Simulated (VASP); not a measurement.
Here is a VASP 6.6.1 calculation.

File POSCAR:

```
SiC
1.0
   -0.0326721747      2.1781449820      2.1781449820
    2.1454728073      0.0000000000      2.1454728073
    2.1781449820      2.1781449820     -0.0326721747
Si C
1 1
Direct
    0.0000000000      0.0000000000      0.0000000000
    0.7500000000      0.7500000000      0.7500000000
```

INCAR.step1

```
PREC = Accurate
ENCUT = 520
ISMEAR = 0
SIGMA = 0.05
LREAL = False
LASPH = True
NELM = 60
NBANDS = 11
GGA = PE
ALGO = Normal
EDIFF = 1E-4
LWAVE = True
LCHARG = False
```

Contents of INCAR.step2:

```
PREC = Accurate
ENCUT = 520
EDIFF = 1E-6
ISMEAR = 0
SIGMA = 0.05
LREAL = False
LASPH = True
NELM = 60
ALGO = Normal
ISIF = 2
LWAVE = False
LCHARG = False
METAGGA = R2SCAN
LMIXTAU = True
NBANDS = 11
ISTART = 1
```

Contents of KPOINTS:

```
regular mesh
0
Gamma
  10 10 10
```

Potentials or basis: VASP PAW PBE potentials, release 64 (Si, C).

Run with:

```console
$ cat potpaw_PBE.64/Si/POTCAR potpaw_PBE.64/C/POTCAR > POTCAR
$ cp INCAR.step1 INCAR
$ mpirun -np 1 vasp_std > vasp.out
$ cp INCAR.step2 INCAR
$ mpirun -np 1 vasp_std > vasp.out
```

(1) What does it give for the band gap on the k mesh?

(2) Estimate the pressure.

(3) Predict the largest force.

Results:

(1) 1.60 eV, indirect (least direct gap 4.78 eV).

(2) 0.1 GPa.

(3) 0.228 eV/Å.

Caveat: the cell differs from its parent crystal (strain -0.0300 x Voigt [0, 0, 0, 0, 1, 0]); the PAW data sets were made with another functional, which shifts forces and pressure a little.
